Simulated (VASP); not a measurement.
Wanted: the native input for a VASP 6.6.1 run.

```
Task                   : relaxation of the atoms
Functional             : r2SCAN
Potentials or basis    : VASP PAW PBE potentials, release 64 (Pb_d, S)
Cutoff                 : 520 eV
k mesh                 : 8 × 8 × 8
Occupations            : fermi-dirac, width 0.02 eV
Spin                   : no spin polarisation
Dipole correction      : no
Further INCAR settings : ALGO = Normal; EDIFF = 1e-07; IBRION = 2; EDIFFG = -0.01; NSW = 50
```

The system is PbS.

```
CELL_PARAMETERS angstrom
0.00000 2.98790 2.98790
2.98790 0.00000 2.98790
2.98790 2.98790 0.00000
ATOMIC_POSITIONS crystal
Pb 0.00000 0.00000 0.00000
S 0.50000 0.50000 0.50000
```

The input as run:

POSCAR

```
PbS
1.0
    0.0000000000      2.9878971800      2.9878971800
    2.9878971800      0.0000000000      2.9878971800
    2.9878971800      2.9878971800      0.0000000000
Pb S
1 1
Direct
    0.0000000000      0.0000000000      0.0000000000
    0.5000000000      0.5000000000      0.5000000000
```

INCAR.step1

```
  ALGO = Normal
  EDIFF = 1E-4
  ENCUT = 520
  GGA = PE
  ISMEAR = -1
  LASPH = True
  LCHARG = False
  LREAL = False
  LWAVE = True
  NELM = 80
  PREC = Accurate
  SIGMA = 0.02
```

INCAR.step2

```
  ALGO = Normal
  EDIFF = 1E-7
  EDIFFG = -0.01
  ENCUT = 520
  IBRION = 2
  ISIF = 2
  ISMEAR = -1
  ISTART = 1
  LASPH = True
  LCHARG = False
  LMIXTAU = True
  LREAL = False
  LWAVE = False
  METAGGA = R2SCAN
  NELM = 80
  NSW = 50
  PREC = Accurate
  SIGMA = 0.02
```

KPOINTS

```
k-points
0
Gamma
  8 8 8
```

Potentials or basis: VASP PAW PBE potentials, release 64 (Pb_d, S).

The run is started by

```bash
$ cat potpaw_PBE.64/Pb_d/POTCAR potpaw_PBE.64/S/POTCAR > POTCAR
$ cp INCAR.step1 INCAR
$ mpirun -np 1 vasp_std > vasp.out
$ cp INCAR.step2 INCAR
$ mpirun -np 1 vasp_std > vasp.out
```

Results of the run:

```json
{"Pressure after relaxing": "-0.1 GPa", "Band gap on the k mesh": "0.70 eV"}
```

Caveat: the relaxation stopped at its first step, so nothing moved; the PAW data sets were made with another functional, which shifts forces and pressure a little; spin-orbit coupling is left out, which moves the levels of the heavy elements.

Run time: 2.3 min on 1 thread of Oxide Virtual Turin-like Processor, on a shared host, peak memory 0.16 GiB.
